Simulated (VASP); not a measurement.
Set up this calculation in VASP 6.6.1, as the native input.

```
Task                    : density of states
Functional              : PBEsol
Dispersion              : D3(BJ)
Potentials or basis     : VASP PAW PBE potentials, release 64 (Rh_pv)
Cutoff                  : 520 eV
k mesh                  : 12 × 12 × 12
Occupations             : tetrahedron, width 0.1 eV
Spin                    : non-collinear spin, zero start, spin-orbit coupling
Starting moments        : [[0.0, 0.0, 0.0]] μB
Hubbard terms           : Rh d U = 5.0 eV
Dipole correction       : no
k mesh for the DOS      : 18 × 18 × 18
Occupations for the DOS : tetrahedron
Further INCAR settings  : ALGO = Fast; EDIFF = 1e-06
```

The system is Rh.

```
Rh
1.0
     0.00000    1.89785    1.89785
     1.89785    0.00000    1.89785
     1.89785    1.89785    0.00000
Rh
1
Cartesian
  0.0000 0.0000 0.0000
```

These files were run (other wordings do the same):

POSCAR

```
Rh
1.0
    0.0000000000      1.8978500000      1.8978500000
    1.8978500000      0.0000000000      1.8978500000
    1.8978500000      1.8978500000      0.0000000000
Rh
1
Direct
    0.0000000000      0.0000000000      0.0000000000
```

INCAR.step1

```
PREC     = Accurate       # precision mode
ENCUT    = 520            # plane-wave cutoff, eV
EDIFF    = 1E-6           # SCF threshold, eV
ISMEAR   = -5             # smearing method
SIGMA    = 0.1            # smearing width, eV
LREAL    = False          # projectors in reciprocal space
LASPH    = True           # aspherical terms in the spheres
NELM     = 150            # most SCF steps
ALGO     = Fast           # electronic algorithm
ISIF     = 2              # what is computed and relaxed
LWAVE    = False          # write WAVECAR
LCHARG   = True           # write CHGCAR
MAGMOM   = 0 0 0          # initial moments
LSORBIT  = True           # spin-orbit coupling
GGA_COMPAT= False        
LORBMOM  = True         
LMAXMIX  = 4              # l up to which the mixer works
LDAU     = True           # DFT+U
LDAUTYPE = 2            
LDAUL    = 2              # shell
LDAUU    = 5              # U, eV
LDAUJ    = 0            
LDAUPRINT= 1            
GGA      = PS             # functional
IVDW     = 12             # dispersion correction
NBANDS   = 26             # bands
```

KPOINTS.step1

```
regular mesh
0
Gamma
  12 12 12
```

INCAR.step2

```
PREC     = Accurate       # precision mode
ENCUT    = 520            # plane-wave cutoff, eV
EDIFF    = 1E-6           # SCF threshold, eV
ISMEAR   = -5             # smearing method
SIGMA    = 0.1            # smearing width, eV
LREAL    = False          # projectors in reciprocal space
LASPH    = True           # aspherical terms in the spheres
NELM     = 150            # most SCF steps
ALGO     = Fast           # electronic algorithm
ISIF     = 2              # what is computed and relaxed
LWAVE    = False          # write WAVECAR
LCHARG   = False          # write CHGCAR
MAGMOM   = 0 0 0          # initial moments
LORBIT   = 11             # projections on sites
LSORBIT  = True           # spin-orbit coupling
GGA_COMPAT= False        
LORBMOM  = True         
LMAXMIX  = 4              # l up to which the mixer works
LDAU     = True           # DFT+U
LDAUTYPE = 2            
LDAUL    = 2              # shell
LDAUU    = 5              # U, eV
LDAUJ    = 0            
LDAUPRINT= 1            
GGA      = PS             # functional
IVDW     = 12             # dispersion correction
NEDOS    = 2001           # points of the DOS
ICHARG   = 11             # starting density
```

KPOINTS.step2

```
regular mesh
0
Gamma
  18 18 18
```

Potentials or basis: VASP PAW PBE potentials, release 64 (Rh_pv).

Command:

```bash
$ cat potpaw_PBE.64/Rh_pv/POTCAR > POTCAR
$ cp INCAR.step1 INCAR
$ cp KPOINTS.step1 KPOINTS
$ mpirun -np 1 vasp_ncl > vasp.out
$ cp INCAR.step2 INCAR
$ cp KPOINTS.step2 KPOINTS
$ mpirun -np 1 vasp_ncl > vasp.out
```

It gave:

```yaml
Net_moment: 0.00 μB per cell
Valence_electrons_inside_the_program's_atomic_spheres: Rh 13.91
Dispersion_energy_per_atom: -0.612 eV
```

Caveat: three body term missing; the U is typed as a test and isn't derived for this compound.

It took 110 s on 1 thread of Intel(R) Xeon(R) Platinum 8488C (Sapphire Rapids) (shared host), peak memory 0.23 GiB.
